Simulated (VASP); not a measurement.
# Sb in VASP: further runs

Sb is run at these levels: PBE; tasks: electric field gradients.

Everything below comes from runs of VASP 6.6.1. Logs are shortened: lines on timing, memory, paths and dates and some standing lists are left out, and cuts for length are marked.

**1. The cell of the first run**

Symmetry: I4/mmm, No. 139, tetragonal system. The conventional cell has a = 3.010 Å, b = 3.010 Å, c = 4.960 Å, α = 90.00°, β = 90.00°, γ = 90.00°. Within 4.0 Å of Sb (site symmetry 4/mmm) lie 12 Sb at 3.01 to 3.27 Å.

**2. Electric field gradients, PBE**

Input file INCAR:

```
SYSTEM = Sb
ALGO = Normal ; EDIFF = 1E-8
ENCUT = 520 ; GGA = PE
ISIF = 2 ; ISMEAR = -1
LASPH = .TRUE. ; LCHARG = .FALSE.
LEFG = .TRUE. ; LREAL = .FALSE.
LWAVE = .FALSE. ; NBANDS = 8
NELM = 80 ; PREC = Accurate
SIGMA = 0.05
```

Input file KPOINTS:

```
k-points
0
G
  19 19 19
  0 0 0
```

Input file POSCAR:

```
Sb
1.0
   -1.5050000000      1.5050000000      2.4800000000
    1.5050000000     -1.5050000000      2.4800000000
    1.5050000000      1.5050000000     -2.4800000000
Sb
1
Direct
    0.0000000000      0.0000000000      0.0000000000
```

Potentials or basis: VASP PAW PBE potentials, release 64 (Sb).

The run is started by

```console
$ cat potpaw_PBE.64/Sb/POTCAR > POTCAR
$ mpirun -np 1 vasp_std > vasp.out
```

OUTCAR:

```text
SYSTEM = Sb
   EDIFF = 1E-8
   ENCUT = 520
   GGA = PE
   ISIF = 2
   ISMEAR = -1
   LASPH = .TRUE.
   LREAL = .FALSE.
   NELM = 80
   PREC = Accurate

 ion  position               nearest neighbor table
   1  0.000  0.000  0.000-

  LATTYP: Found a body centered tetragonal cell.
 ALAT       =     3.0100000000
 C/A-ratio  =     1.6478405316

  Lattice vectors:

 A1 = (  -1.5050000000,   1.5050000000,   2.4800000000)
 A2 = (   1.5050000000,  -1.5050000000,   2.4800000000)
 A3 = (   1.5050000000,   1.5050000000,  -2.4800000000)

Analysis of symmetry for initial positions (statically):
=====================================================================
 Subroutine PRICEL returns:
 Original cell was already a primitive cell.

 Routine SETGRP: Setting up the symmetry group for a
 body centered tetragonal supercell.

 Subroutine GETGRP returns: Found 16 space group operations
 (whereof 16 operations were pure point group operations)
 out of a pool of 16 trial point group operations.

The static configuration has the point symmetry D_4h.

Analysis of symmetry for dynamics (positions and initial velocities):
=====================================================================
 Subroutine PRICEL returns:
 Original cell was already a primitive cell.

 Routine SETGRP: Setting up the symmetry group for a
 body centered tetragonal supercell.

 Subroutine GETGRP returns: Found 16 space group operations
 (whereof 16 operations were pure point group operations)
 out of a pool of 16 trial point group operations.

The dynamic configuration has the point symmetry D_4h.

 Subroutine INISYM returns: Found 16 space group operations
 (whereof 16 operations are pure point group operations),
 and found     1 'primitive' translations

----------------------------------------------------------------------------------------

                                     Primitive cell

  volume of cell :      22.4690

  direct lattice vectors                    reciprocal lattice vectors
    -1.505000000  1.505000000  2.480000000     0.000000000  0.332225914  0.201612903
     1.505000000 -1.505000000  2.480000000     0.332225914  0.000000000  0.201612903
     1.505000000  1.505000000 -2.480000000     0.332225914  0.332225914  0.000000000

  length of vectors
     3.268095776  3.268095776  3.268095776     0.388615260  0.388615260  0.469838393

  position of ions in fractional coordinates (direct lattice)
     0.000000000  0.000000000  0.000000000

  ion indices of the primitive-cell ions
   primitive index   ion index
                 1           1

----------------------------------------------------------------------------------------

 KPOINTS: k-points

Automatic generation of k-mesh.
 Grid dimensions read from file:
 generate k-points for:   19   19   19

 Generating k-lattice:

  Cartesian coordinates                     Fractional coordinates (reciprocal lattice)
     0.000000000  0.017485574  0.010611205     0.052631579  0.000000000 -0.000000000
     0.017485574  0.000000000  0.010611205     0.000000000  0.052631579 -0.000000000
     0.017485574  0.017485574  0.000000000     0.000000000  0.000000000  0.052631579

  Length of vectors
     0.020453435  0.020453435  0.024728336

  Shift w.r.t. Gamma in fractional coordinates (k-lattice)
     0.000000000  0.000000000  0.000000000

 Subroutine IBZKPT returns following result:
 ===========================================

 Found    550 irreducible k-points:

 Following reciprocal coordinates:
            Coordinates               Weight
  0.000000  0.000000  0.000000      1.000000
  0.052632 -0.000000  0.000000      8.000000
  0.105263 -0.000000  0.000000      8.000000
  0.157895 -0.000000  0.000000      8.000000
  0.210526 -0.000000  0.000000      8.000000
  0.263158 -0.000000  0.000000      8.000000
[... 16 lines left out ...]
 -0.315789  0.052632 -0.000000     16.000000
 -0.263158  0.052632 -0.000000     16.000000
 [... further k-points ...]
   k-points           NKPTS =    550   k-points in BZ     NKDIM =    550   number of bands    NBANDS=      8
   number of dos      NEDOS =    301   number of ions     NIONS =      1
   total plane-waves  NPLWV =  13824
   dimension x,y,z NGX =    24 NGY =   24 NGZ =   24
   dimension x,y,z NGXF=    48 NGYF=   48 NGZF=   48
   ions per type =               1
   NGX,Y,Z   is equivalent  to a cutoff of  12.21, 12.21, 12.21 a.u.
   NGXF,Y,Z  is equivalent  to a cutoff of  24.42, 24.42, 24.42 a.u.
 SYSTEM =  Sb
   PREC   = accura    normal or accurate (medium, high low for compatibility)
   ISTART =      0    job   : 0-new  1-cont  2-samecut
   ICHARG =      2    charge: 1-file 2-atom 10-const
   ISPIN  =      1    spin polarized calculation?
   LNONCOLLINEAR =      F non collinear calculations
   LSORBIT =      F    spin-orbit coupling
   LASPH  =      T    aspherical Exc in radial PAW
   ENCUT  =  520.0 eV  38.22 Ry    6.18 a.u.   6.08  6.08  6.08*2*pi/ulx,y,z
   NELM   =     80;   NELMIN=  2; NELMDL= -5     # of ELM steps
   EDIFF  = 0.1E-07   stopping-criterion for ELM
   LREAL  =      F    real-space projection
   EDIFFG = 0.1E-06   stopping-criterion for IOM
   NSW    =      0    number of steps for IOM
   IBRION =     -1    ionic relax: 0-MD 1-quasi-New 2-CG
   NFREE  =      0    steps in history (QN), initial steepest desc. (CG)
   ISIF   =      2    stress and relaxation
   ISYM   =      2    0-nonsym 1-usesym 2-fastsym
   POTIM  = 0.5000    time-step for ionic-motion
   TEBEG  =    0.0;   TEEND  =   0.0 temperature during run
   PSTRESS=    0.0 pullay stress
   NELECT =       5.0000    total number of electrons
   NUPDOWN=      -1.0000    fix difference up-down
   EMIN   =  10.00;   EMAX   =-10.00  energy-range for DOS
   EFERMI =   0.00;   METHOD = LEGACY
   ISMEAR =    -1;   SIGMA  =   0.05  broadening in eV -4-tet -1-fermi 0-gaus
   EFERMI_NEDOS =   21; number of points for ismear=-14 and -15
   IALGO  =     38    algorithm
   IMIX   =      4    mixing-type and parameters
     AMIX     =   0.40;   BMIX     =  1.00
     AMIX_MAG =   1.60;   BMIX_MAG =  1.00
  volume/ion in A,a.u.               =      22.47       151.63
  Fermi-wavevector in a.u.,A,eV,Ry     =   0.992057  1.874716 13.390541  0.984177
  Thomas-Fermi vector in A             =   2.123842
   LORBIT       =      0    0 simple, 1 ext, 2 COOP (PROOUT), +10 PAW based schemes
   GGA     = PE    functional components
   LHFCALC =     F    Hartree Fock is set to
   AEXX    =    0.0000 exact exchange contribution
   IVDW    =     0    specifies the selected vdW correction
   LEPSILON=     F    determine dielectric tensor
   LRPA    =     F    only Hartree local field effects (RPA)
 non-spin polarized calculation
  energy-cutoff  :      520.00
  volume of cell :       22.47
 maximum number of plane-waves:       630
   NGX = 13   NGY = 13   NGZ = 13

 number of electron       5.0000000 magnetization

 Free energy of the ion-electron system (eV)
  ---------------------------------------------------
  ext. energy  EPLUGINS =         0.00000000
  ---------------------------------------------------
  free energy    TOTEN  =        -3.58749583 eV

  energy without entropy =       -3.58316938  energy(sigma->0) =       -3.58533260

 E-fermi :  11.1504     XC(G=0): -11.0391

 val. band max:       11.1194872833   @ k =  -0.2105  -0.3684   0.1579
 cond. band min:      11.1520368589   @ k =   0.4737   0.3158   0.1053
 fundamental gap:      0.0325495756
 Fermi energy:        11.1504105836

 k-point     1 :       0.0000    0.0000    0.0000
  band No.  band energies     occupation
      1      -3.4165      2.00000
      2      17.6082      0.00000
      3      17.8768      0.00000
      4      17.8768      0.00000
      5      21.2015      0.00000
      6      21.5380      0.00000
      7      22.2375      0.00000
      8      22.2375      0.00000

 k-point     2 :       0.0526   -0.0000    0.0000
  band No.  band energies     occupation
      1      -3.3511      2.00000
      2      17.0735      0.00000
      3      17.4883      0.00000
      4      17.8367      0.00000
      5      20.8502      0.00000
      6      21.5625      0.00000
      7      22.3636      0.00000
      8      22.5277      0.00000
[... 221 lines left out ...]
 k-point    23 :      -0.3158    0.0526   -0.0000
  band No.  band energies     occupation
      1      -1.2223      2.00000
      2       8.7134      2.00000
      3      14.4854      0.00000
      4      17.1057      0.00000
      5      19.1020      0.00000
      6      21.2377      0.00000
      7      22.5622      0.00000
      8      24.3030      0.00000

 k-point    24 :      -0.2632    0.0526   -0.0000
  band No.  band energies     occupation
      1      -1.8963      2.00000
      2      10.4643      2.00000
      3      14.9768      0.00000
      4      17.2084      0.00000
      5      19.4455      0.00000
      6      21.4508      0.00000
      7      22.9746      0.00000
      8      23.6440      0.00000

 [... further k-points ...]

------------------------ aborting loop because EDIFF is reached ----------------------------------------

  FORCE on cell =-STRESS in cart. coord.  units (eV):
  Direction    XX          YY          ZZ          XY          YZ          ZX
  --------------------------------------------------------------------------------------
  -------------------------------------------------------------------------------------
  Total        2.8037383      2.8037383      2.4746091      0.0000000      0.0000000      0.0000000
  in kB      199.9232857    199.9232857    176.4544073      0.0000000      0.0000000      0.0000000
  external PRESSURE =     192.1003262 kB  Pullay stress =       0.0000000 kB

 VOLUME and BASIS-vectors are now :
 -----------------------------------------------------------------------------
  energy-cutoff  :      520.00
  volume of cell :       22.47
      direct lattice vectors                 reciprocal lattice vectors
    -1.505000000  1.505000000  2.480000000     0.000000000  0.332225914  0.201612903
     1.505000000 -1.505000000  2.480000000     0.332225914  0.000000000  0.201612903
     1.505000000  1.505000000 -2.480000000     0.332225914  0.332225914  0.000000000

 POSITION                                       TOTAL-FORCE (eV/Angst)
 -----------------------------------------------------------------------------------
      0.00000      0.00000      0.00000         0.000000      0.000000      0.000000
 -----------------------------------------------------------------------------------
    total drift:                                0.000000     -0.000000     -0.000000

  FREE ENERGIE OF THE ION-ELECTRON SYSTEM (eV)
  ---------------------------------------------------
  free  energy   TOTEN  =        -3.5874958292 eV

  energy  without entropy=       -3.5831693770  energy(sigma->0) =       -3.58533260

 Electric field gradients (V/A^2)
---------------------------------------------------------------------
 ion       V_xx      V_yy      V_zz      V_xy      V_xz      V_yz
---------------------------------------------------------------------
   1     -19.499   -19.499    38.999    -0.000    -0.000    -0.000
---------------------------------------------------------------------

 Electric field gradients after diagonalization (V/A^2)
 (convention: |V_zz| > |V_xx| > |V_yy|)
----------------------------------------------------------------------
 ion       V_xx      V_yy      V_zz     asymmetry (V_yy - V_xx)/ V_zz
----------------------------------------------------------------------
   1     -19.500   -19.499    38.999       0.000
----------------------------------------------------------------------

           NMR quadrupolar parameters

 Cq : quadrupolar parameter    Cq=e*Q*V_zz/h
 eta: asymmetry parameters     (V_yy - V_xx)/ V_zz
 Q  : nuclear electric quadrupole moment in mb (millibarn)
----------------------------------------------------------------------
 ion       Cq(MHz)       eta       Q (mb)
----------------------------------------------------------------------
   1       0.094       0.000       1.000
----------------------------------------------------------------------
```

Wall time 88 s (1 thread of Oxide Virtual Turin-like, shared host); peak memory 0.18 GiB.

Results:

- Free energy: -3.5875 eV
- Pressure: 19.2 GPa
- Band gap on the k mesh: zero (an odd number of electrons rules out a gap without spin polarisation)
- Largest electric field gradient by atom: Sb +39.0 V/Å²

Levels at points of the mesh, in eV from the Fermi level:
| k point | band 1 | band 2 | band 3 | band 4 | band 5 |
| --- | --- | --- | --- | --- | --- |
| (0.00, 0.00, 0.00) | -14.57 | 6.46 | 6.73 | 6.73 | 10.05 |

Electric field gradients, principal values (V/Å²):
```csv
atom,least,middle,greatest (by size)
1 Sb,-19.499,-19.500,38.999
```

Caveat: the cell stands under pressure; without QUAD_EFG the Cq values of the log hold for a quadrupole moment of 1 mb, not for the nuclei; spin-orbit coupling is left out, which moves the levels of the heavy elements; an odd number of electrons without spin polarisation forces a metal; a magnetic or distorted state may lie lower.

[end of part 1 of 2]

The gap in the log of VASP goes by the Fermi energy; the results here count the filled bands.